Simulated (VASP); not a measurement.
# AlP (F-43m) in VASP: settings compared

AlP is run at these levels: PBE, BLYP, r2SCAN, revPBE, LDA; tasks: single point, relaxation of the atoms.

Program: VASP 6.6.1. These are calculated values, not measurements. Logs are shortened: lines on timing, memory, paths and dates and some standing lists are left out, and cuts for length are marked.

### 1 The cell of the first run

It takes space group F-43m (No. 216, cubic). The conventional cell has a = 5.615 Å, b = 5.615 Å, c = 5.615 Å, α = 90.00°, β = 90.00°, γ = 90.00°. Al (site symmetry -43m) has 4 P at 2.43 Å within 3.2 Å. P (site symmetry -43m) has 4 Al at 2.43 Å within 3.2 Å.

### 2 Single point, PBE, collinear spin, zero start

INCAR

```
SYSTEM = AlP
PREC     = Accurate       ! precision mode
ENCUT    = 500            ! plane-wave cutoff, eV
EDIFF    = 1E-6           ! SCF threshold, eV
ISMEAR   = -1             ! smearing method
SIGMA    = 0.051703999572871064 ! smearing width, eV
LREAL    = .False.        ! projectors in reciprocal space
LASPH    = .True.         ! aspherical terms in the spheres
NELM     = 200            ! most SCF steps
ALGO     = Normal         ! electronic algorithm
ISIF     = 2              ! what is computed and relaxed
LWAVE    = .False.        ! write WAVECAR
LCHARG   = .False.        ! write CHGCAR
ISPIN    = 2              ! spin polarisation
MAGMOM   = 0 0            ! initial moments
LORBIT   = 11             ! projections on sites
GGA      = PE             ! functional
NBANDS   = 15             ! bands
GGA_COMPAT= .False.
```

KPOINTS

```
regular mesh
0
Gamma
  4 4 4
  0 0 0
```

POSCAR

```
AlP
1.0
    0.0000000000      2.8075927966      2.8075927966
    2.8075927966      0.0000000000      2.8075927966
    2.8075927966      2.8075927966      0.0000000000
Al P
1 1
Direct
    0.0000000000      0.0000000000      0.0000000000
    0.7500000000      0.7500000000      0.7500000000
```

Potentials or basis: VASP PAW PBE potentials, release 64 (Al, P).

Command:

```sh
> cat potpaw_PBE.64/Al/POTCAR potpaw_PBE.64/P/POTCAR > POTCAR
> mpirun -np 1 vasp_std > vasp.out
```

OUTCAR:

```text
SYSTEM = AlP
   PREC = Accurate
   ENCUT = 500
   EDIFF = 1E-6
   ISMEAR = -1
   LREAL = .False.
   LASPH = .True.
   NELM = 200
   ISIF = 2
   ISPIN = 2
   LORBIT = 11
   GGA = PE

 ion  position               nearest neighbor table
   1  0.000  0.000  0.000-   2 2.43   2 2.43   2 2.43   2 2.43
   2  0.750  0.750  0.750-   1 2.43   1 2.43   1 2.43   1 2.43

  LATTYP: Found a face centered cubic cell.
 ALAT       =     5.6151855932

  Lattice vectors:

 A1 = (   0.0000000000,   2.8075927966,   2.8075927966)
 A2 = (   2.8075927966,   0.0000000000,   2.8075927966)
 A3 = (   2.8075927966,   2.8075927966,   0.0000000000)

Analysis of symmetry for initial positions (statically):
=====================================================================
 Subroutine PRICEL returns:
 Original cell was already a primitive cell.

 Routine SETGRP: Setting up the symmetry group for a
 face centered cubic supercell.

 Subroutine GETGRP returns: Found 24 space group operations
 (whereof 24 operations were pure point group operations)
 out of a pool of 48 trial point group operations.

The static configuration has the point symmetry T_d .

Analysis of symmetry for dynamics (positions and initial velocities):
=====================================================================
 Subroutine PRICEL returns:
 Original cell was already a primitive cell.

 Routine SETGRP: Setting up the symmetry group for a
 face centered cubic supercell.

 Subroutine GETGRP returns: Found 24 space group operations
 (whereof 24 operations were pure point group operations)
 out of a pool of 48 trial point group operations.

The dynamic configuration has the point symmetry T_d .

Analysis of structural, dynamic, and magnetic symmetry:
=====================================================================
 Subroutine PRICEL returns:
 Original cell was already a primitive cell.

 Routine SETGRP: Setting up the symmetry group for a
 face centered cubic supercell.

 Subroutine GETGRP returns: Found 24 space group operations
 (whereof 24 operations were pure point group operations)
 out of a pool of 48 trial point group operations.

The overall configuration has the point symmetry T_d .

 Subroutine INISYM returns: Found 24 space group operations
 (whereof 24 operations are pure point group operations),
 and found     1 'primitive' translations

----------------------------------------------------------------------------------------

                                     Primitive cell

  volume of cell :      44.2621

  direct lattice vectors                    reciprocal lattice vectors
     0.000000000  2.807592797  2.807592797    -0.178088504  0.178088504  0.178088504
     2.807592797  0.000000000  2.807592797     0.178088504 -0.178088504  0.178088504
     2.807592797  2.807592797  0.000000000     0.178088504  0.178088504 -0.178088504

  length of vectors
     3.970535811  3.970535811  3.970535811     0.308458337  0.308458337  0.308458337

  position of ions in fractional coordinates (direct lattice)
     0.000000000  0.000000000  0.000000000
     0.750000000  0.750000000  0.750000000

  ion indices of the primitive-cell ions
   primitive index   ion index
                 1           1
                 2           2

----------------------------------------------------------------------------------------

 KPOINTS: regular mesh

Automatic generation of k-mesh.
 Grid dimensions read from file:
 generate k-points for:    4    4    4

 Generating k-lattice:

  Cartesian coordinates                     Fractional coordinates (reciprocal lattice)
    -0.044522126  0.044522126  0.044522126     0.250000000  0.000000000  0.000000000
     0.044522126 -0.044522126  0.044522126     0.000000000  0.250000000  0.000000000
     0.044522126  0.044522126 -0.044522126     0.000000000  0.000000000  0.250000000

  Length of vectors
     0.077114584  0.077114584  0.077114584

  Shift w.r.t. Gamma in fractional coordinates (k-lattice)
     0.000000000  0.000000000  0.000000000

 Subroutine IBZKPT returns following result:
 ===========================================

 Found      8 irreducible k-points:

 Following reciprocal coordinates:
[... 21 lines left out ...]
   ISPIN  =      2    spin polarized calculation?
   LNONCOLLINEAR =      F non collinear calculations
   LSORBIT =      F    spin-orbit coupling
   LASPH  =      T    aspherical Exc in radial PAW
   ENCUT  =  500.0 eV  36.75 Ry    6.06 a.u.   7.24  7.24  7.24*2*pi/ulx,y,z
   NELM   =    200;   NELMIN=  2; NELMDL= -5     # of ELM steps
   EDIFF  = 0.1E-05   stopping-criterion for ELM
   LREAL  =      F    real-space projection
   EDIFFG = 0.1E-04   stopping-criterion for IOM
   NSW    =      0    number of steps for IOM
   IBRION =     -1    ionic relax: 0-MD 1-quasi-New 2-CG
   NFREE  =      0    steps in history (QN), initial steepest desc. (CG)
   ISIF   =      2    stress and relaxation
   ISYM   =      2    0-nonsym 1-usesym 2-fastsym
   POTIM  = 0.5000    time-step for ionic-motion
   TEBEG  =    0.0;   TEEND  =   0.0 temperature during run
   PSTRESS=    0.0 pullay stress
   NELECT =       8.0000    total number of electrons
   NUPDOWN=      -1.0000    fix difference up-down
   EMIN   =  10.00;   EMAX   =-10.00  energy-range for DOS
   EFERMI =   0.00;   METHOD = LEGACY
   ISMEAR =    -1;   SIGMA  =   0.05  broadening in eV -4-tet -1-fermi 0-gaus
   EFERMI_NEDOS =   21; number of points for ismear=-14 and -15
   IALGO  =     38    algorithm
   IMIX   =      4    mixing-type and parameters
     AMIX     =   0.40;   BMIX     =  1.00
     AMIX_MAG =   1.60;   BMIX_MAG =  1.00
  volume/ion in A,a.u.               =      22.13       149.35
  Fermi-wavevector in a.u.,A,eV,Ry     =   0.925609  1.749147 11.656809  0.856751
  Thomas-Fermi vector in A             =   2.051481
   LORBIT       =     11    0 simple, 1 ext, 2 COOP (PROOUT), +10 PAW based schemes
   GGA     = PE    functional components
   LHFCALC =     F    Hartree Fock is set to
   AEXX    =    0.0000 exact exchange contribution
   IVDW    =     0    specifies the selected vdW correction
   LEPSILON=     F    determine dielectric tensor
   LRPA    =     F    only Hartree local field effects (RPA)
 spin polarized calculation
  energy-cutoff  :      500.00
  volume of cell :       44.26
 maximum number of plane-waves:      1158
 NGX is ok and might be reduce to    30
   NGX = 15   NGY = 15   NGZ = 15

 number of electron       8.0000001 magnetization      -0.0000000

 number of electron       8.0000001 magnetization       0.0000000

 Free energy of the ion-electron system (eV)
  ---------------------------------------------------
  ext. energy  EPLUGINS =         0.00000000
  ---------------------------------------------------
  free energy    TOTEN  =       -10.25289889 eV

  energy without entropy =      -10.25289888  energy(sigma->0) =      -10.25289889

 E-fermi :   4.7326     XC(G=0):  -8.8686

 val. band max:        3.8774114087   @ k =   0.0000   0.0000   0.0000
 cond. band min:       5.5876231932   @ k =   0.5000   0.5000   0.0000
 fundamental gap:      1.7102117845
 Fermi energy:         4.7325561064

 spin component 1

 k-point     1 :       0.0000    0.0000    0.0000
  band No.  band energies     occupation
      1      -7.1705      1.00000
      2       3.8774      1.00000
      3       3.8774      1.00000
      4       3.8774      1.00000
      5       6.4695      0.00000
      6       8.2933      0.00000
      7       8.2933      0.00000
      8       8.2933      0.00000
      9      12.5908      0.00000
     10      12.5908      0.00000
     11      13.5840      0.00000
     12      15.7783      0.00000
     13      15.7783      0.00000
     14      15.7783      0.00000
[... 112 lines left out ...]
      1      -5.0620      1.00000
      2      -0.8538      1.00000
      3       0.9985      1.00000
      4       1.3171      1.00000
      5       8.1758      0.00000
      6       9.3835      0.00000
      7       9.9420      0.00000
      8       9.9600      0.00000
      9      14.4852      0.00000
     10      15.3568      0.00000
     11      16.5469      0.00000
     12      17.3866      0.00000
     13      20.3862      0.00000
     14      20.5457      0.00000
     15      22.4938      0.00000
 Fermi energy:         4.7325561064

 spin component 2

 k-point     1 :       0.0000    0.0000    0.0000
  band No.  band energies     occupation
      1      -7.1705      1.00000
      2       3.8774      1.00000
      3       3.8774      1.00000
      4       3.8774      1.00000
      5       6.4695      0.00000
      6       8.2933      0.00000
      7       8.2933      0.00000
      8       8.2933      0.00000
      9      12.5908      0.00000
     10      12.5908      0.00000
     11      13.5840      0.00000
     12      15.7783      0.00000
     13      15.7783      0.00000
     14      15.7783      0.00000
[... 113 lines left out ...]
      2      -0.8538      1.00000
      3       0.9985      1.00000
      4       1.3171      1.00000
      5       8.1758      0.00000
      6       9.3835      0.00000
      7       9.9420      0.00000
      8       9.9600      0.00000
      9      14.4852      0.00000
     10      15.3568      0.00000
     11      16.5469      0.00000
     12      17.3866      0.00000
     13      20.3862      0.00000
     14      20.5457      0.00000
     15      22.4978      0.00000

------------------------ aborting loop because EDIFF is reached ----------------------------------------

  FORCE on cell =-STRESS in cart. coord.  units (eV):
  Direction    XX          YY          ZZ          XY          YZ          ZX
  --------------------------------------------------------------------------------------
  -------------------------------------------------------------------------------------
  Total       -1.1170235     -1.1170235     -1.1170235     -0.0000000     -0.0000000     -0.0000000
  in kB      -40.4334255    -40.4334255    -40.4334255     -0.0000000     -0.0000000     -0.0000000
  external PRESSURE =     -40.4334255 kB  Pullay stress =       0.0000000 kB

 VOLUME and BASIS-vectors are now :
 -----------------------------------------------------------------------------
  energy-cutoff  :      500.00
  volume of cell :       44.26
      direct lattice vectors                 reciprocal lattice vectors
     0.000000000  2.807592797  2.807592797    -0.178088504  0.178088504  0.178088504
     2.807592797  0.000000000  2.807592797     0.178088504 -0.178088504  0.178088504
     2.807592797  2.807592797  0.000000000     0.178088504  0.178088504 -0.178088504

 POSITION                                       TOTAL-FORCE (eV/Angst)
 -----------------------------------------------------------------------------------
      0.00000      0.00000      0.00000        -0.000000     -0.000000     -0.000000
      4.21139      4.21139      4.21139         0.000000      0.000000      0.000000
 -----------------------------------------------------------------------------------
    total drift:                                0.000000      0.000000      0.000000

  FREE ENERGIE OF THE ION-ELECTRON SYSTEM (eV)
  ---------------------------------------------------
  free  energy   TOTEN  =       -10.2528988932 eV

  energy  without entropy=      -10.2528988820  energy(sigma->0) =      -10.25289889

 total charge

# of ion       s       p       d       tot
------------------------------------------
    1        0.386   0.354   0.000   0.740
    2        1.004   1.557   0.000   2.561
--------------------------------------------------
tot          1.390   1.910   0.000   3.301

 magnetization (x)

# of ion       s       p       d       tot
------------------------------------------
    1        0.000   0.000   0.000   0.000
    2        0.000   0.000   0.000   0.000
--------------------------------------------------
tot          0.000   0.000   0.000   0.000
```

Run time: 13 s. Hardware: 1 thread of Intel Xeon 6975P-C, shared host; peak memory 0.17 GiB.

Results:

```
Free energy                                           : -10.2529 eV
Pressure                                              : -4.0 GPa
Band gap on the k mesh                                : 1.71 eV, indirect (least direct gap 2.59 eV)
Net moment                                            : 0.00 μB per cell
Valence electrons inside the program's atomic spheres : Al 0.74; P 2.56
```

Caveat: the k points lie up to 0.48 Å⁻¹ apart. A k mesh can miss the band edges.

### 3 Single point, BLYP

This run uses another cell than the first one, of 20.49 Å³/atom, 0.926 times its volume.

INCAR

```
AGGAC = 1.0 ; AGGAX = 1.0
ALDAC = 0.0 ; ALDAX = 1.0
ALGO = Normal ; EDIFF = 1E-6
ENCUT = 500 ; GGA = B5
GGA_COMPAT = False ; ISIF = 2
ISMEAR = -1 ; LASPH = True
LCHARG = False ; LREAL = False
LWAVE = False ; NBANDS = 11
NELM = 120 ; PREC = Accurate
SIGMA = 0.06802846561497
```

KPOINTS

```
k-points
0
Gamma
  6 6 6
```

POSCAR

```
AlP
1.0
    0.0000000000      2.7364837130      2.7364837130
    2.7364837130      0.0000000000      2.7364837130
    2.7364837130      2.7364837130      0.0000000000
Al P
1 1
Direct
    0.0000000000      0.0000000000      0.0000000000
    0.7500000000      0.7500000000      0.7500000000
```

Potentials or basis: VASP PAW PBE potentials, release 64 (Al, P).

Command:

```sh
> cat potpaw_PBE.64/Al/POTCAR potpaw_PBE.64/P/POTCAR > POTCAR
> mpirun -np 1 vasp_std > vasp.out
```

It took 8.4 s on 1 thread of Intel Xeon 6975P-C, shared host; peak memory 0.15 GiB.

The run converged. Its results:

```yaml
Free_energy: -9.1117 eV
Pressure: 4.2 GPa
Band_gap_on_the_k_mesh: 1.85 eV, indirect (least direct gap 3.33 eV)
```

Levels at points of the mesh, in eV from the valence-band top:
| k point | band 1 | band 2 | band 3 | band 4 | band 5 | band 6 | band 7 | band 8 | band 9 |
| --- | --- | --- | --- | --- | --- | --- | --- | --- | --- |
| (0.00, 0.00, 0.00) | -11.41 | 0.00 | 0.00 | 0.00 | 3.33 | 4.65 | 4.65 | 4.65 | 8.97 |
| (0.50, 0.00, 0.00) | -9.78 | -5.40 | -0.75 | -0.75 | 2.88 | 4.97 | 4.97 | 8.57 | 11.62 |
| (0.50, 0.50, 0.00) | -9.14 | -5.23 | -2.04 | -2.04 | 1.85 | 2.62 | 11.08 | 11.08 | 12.04 |

Caveat: the PAW data sets were made with another functional, which shifts forces and pressure a little. A k mesh can miss the band edges.

(Continued in part 2 of 3.)
